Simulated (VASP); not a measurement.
Runs of VASP 6.6.1 on Ti. The structure is that of space group I4/mmm (No. 139), or close to it. The cells are those of the table. 

```csv
cell,further INCAR settings,gap on the mesh (eV),pressure (GPa)
"a = 3.107 Å, angles 123.4, 123.4, 84.2°, 1 atom",ALGO = Fast; EDIFF = 1e-06; NBANDS = 12,none,(a)
"a = 2.691 Å, angles 116.0, 116.0, 97.0°, 1 atom",ALGO = Fast; EDIFF = 1e-06; NBANDS = 12,none,25.7
"a = 2.773 Å, angles 118.4, 118.4, 92.7°, 1 atom",ALGO = Fast; EDIFF = 1e-07; NBANDS = 12,none,15.5
"a = 2.674 Å, angles 113.7, 113.7, 101.2°, 1 atom",ALGO = Fast; EDIFF = 1e-07; NBANDS = 12,none,25.1
"a = 2.728 Å, angles 105.7, 105.7, 117.3°, 1 atom",ALGO = Fast; EDIFF = 1e-06; NBANDS = 12,none,14.0
"a = 2.834 Å, angles 113.7, 113.7, 101.2°, 1 atom",ALGO = Fast; EDIFF = 1e-06; NBANDS = 12,none,(b)
"a = 2.663 Å, angles 107.5, 107.5, 113.5°, 1 atom",ALGO = Fast; EDIFF = 1e-07; NBANDS = 12,none,24.1
"a = 2.716 Å, angles 118.4, 118.4, 92.7°, 1 atom",ALGO = Fast; EDIFF = 1e-06; NBANDS = 12,none,25.9
```

Alike in all rows: task single point; level PBE; potentials or basis VASP PAW PBE potentials, release 64 (Ti_sv); no spin polarisation; k mesh 22 × 22 × 22; cutoff (eV) 520; smearing gaussian 0.15 eV.

Estimate the missing entries.

(a) -11.9; (b) 0.3.

A gap of «none» marks levels without a gap at the run's occupations.
